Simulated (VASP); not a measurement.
Set up this calculation in VASP 6.6.1, as the native input.

```
Task                   : single point
Functional             : PBEsol
Potentials or basis    : VASP PAW PBE potentials, release 64 (Ta_pv)
Cutoff                 : 520 eV
k mesh                 : 22 × 22 × 22
Occupations            : gaussian, width 0.05 eV
Spin                   : no spin polarisation
Dipole correction      : no
Further INCAR settings : ALGO = Normal; EDIFF = 1e-06; NBANDS = 12
```

The structure of Ta lies in POSCAR:

```
Ta
1.0
   -1.4659295069      1.4659295069      1.4659295069
    1.4659295069     -1.4659295069      1.4659295069
    1.4659295069      1.4659295069     -1.4659295069
Ta
1
Direct
    0.0000000000      0.0000000000      0.0000000000
```

This cell differs from its parent crystal: volume scaled by 0.7.

The input as run:

INCAR

```
SYSTEM = Ta
PREC = Accurate
ENCUT = 520
EDIFF = 1E-6
ISMEAR = 0
SIGMA = 0.05
LREAL = .FALSE.
LASPH = .TRUE.
NELM = 60
ALGO = Normal
ISIF = 2
LWAVE = .FALSE.
LCHARG = .FALSE.
GGA = PS
NBANDS = 12
```

KPOINTS

```
regular mesh
0
G
  22 22 22
  0 0 0
```

Potentials or basis: VASP PAW PBE potentials, release 64 (Ta_pv).

Run with:

```sh
$ cat potpaw_PBE.64/Ta_pv/POTCAR > POTCAR
$ mpirun -np 1 vasp_std > vasp.out
```

It gave:

```yaml
Pressure: 132.5 GPa
```

Caveat: the PAW data sets were made with another functional, which shifts forces and pressure a little.

It took 35 s on 1 thread of AMD EPYC 7R13 Processor (Zen 3), with other jobs on the host, peak memory 0.13 GiB.
